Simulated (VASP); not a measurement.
## W: single point with PBEsol

Crystal: W.

```
W
1.0
     0.00000    1.96910    2.09090
     1.96910    0.00000    2.09090
     1.96910    1.96910    0.00000
W
1
Direct
  0.00000 0.00000 0.00000
```

This cell differs from its parent crystal: strain -0.030 along x and y, +0.030 along z.

```yaml
Program: VASP 6.6.1
Task: single point
Functional: PBEsol
Potentials_or_basis: VASP PAW PBE potentials, release 64 (W_sv)
Cutoff: 520 eV
k_mesh: 20 × 20 × 20
Occupations: gaussian, width 0.15 eV
Spin: no spin polarisation
```

```yaml
Pressure: -3.8 GPa
Band_gap_on_the_k_mesh: zero (band 7 reaches 14.03 eV, above the bottom of band 8 at 10.11 eV)
```

Stress tensor (GPa, compression positive):
```
-7.66  0.00  0.00
 0.00 -7.66  0.00
 0.00  0.00  4.04
```

Levels at points of the mesh, in eV from the Fermi level:
| k point | band 4 | band 5 | band 6 | band 7 | band 8 | band 9 | band 10 | band 11 |
| --- | --- | --- | --- | --- | --- | --- | --- | --- |
| (0.00, 0.00, 0.00) | -37.30 | -9.16 | -1.20 | -0.37 | -0.37 | 1.83 | 3.09 | 12.80 |
| (0.50, 0.00, 0.00) | -37.41 | -5.77 | -1.34 | -0.45 | 0.60 | 4.78 | 5.26 | 10.41 |
| (0.50, 0.50, 0.00) | -37.66 | -5.72 | -4.59 | 2.26 | 5.08 | 5.73 | 5.73 | 12.12 |
| (0.50, 0.00, 0.50) | -37.75 | -5.66 | -4.71 | 3.45 | 4.86 | 5.27 | 6.30 | 11.01 |

Run time: 43 s on 1 thread of Intel(R) Xeon(R) 6975P-C (Granite Rapids) (shared host), peak memory 0.24 GiB.

Caveat: the cell differs from its parent crystal (strain -0.030 along x and y, +0.030 along z); the PAW data sets were made with another functional, which shifts forces and pressure a little; spin-orbit coupling is left out, which moves the levels of the heavy elements.
